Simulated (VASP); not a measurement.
Runs of VASP 6.6.1 on CrPb. It takes space group Pm-3m (No. 221, cubic). The conventional cell has a = 3.486 Å, b = 3.486 Å, c = 3.486 Å, α = 90.00°, β = 90.00°, γ = 90.00°. Within 4.0 Å of Cr (site symmetry m-3m) lie 8 Pb at 3.02 Å and 6 Cr at 3.49 Å. Within 4.0 Å of Pb (site symmetry m-3m) lie 8 Cr at 3.02 Å and 6 Pb at 3.49 Å. 

| fixed moment (μB) | pressure (GPa) | moment (μB) |
| --- | --- | --- |
| - | (a) | 4.02 |
| 3.5 | -2.8 | 3.50 |
| 0.5 | -14.7 | 0.50 |
| 1.0 | (b) | 1.00 |

Alike in all rows: task single point; level PBEsol; potentials or basis VASP PAW PBE potentials, release 64 (Cr_pv, Pb_d); spin collinear, ferromagnetic start; cell as given; k mesh 12 × 12 × 12; cutoff (eV) 520; smearing gaussian 0.1 eV.

Question: Estimate the missing entries.

Answer: (a) 0.0; (b) -13.8.

Caveats: the PAW data sets were made with another functional, which shifts forces and pressure a little; the total moment is fixed, so each spin has its own Fermi level (at least some runs); the cell stands under tension (at least some runs); an empty level that is flat over the whole mesh can mark a ghost state of the potentials, or a narrow d or f band (at least some runs).
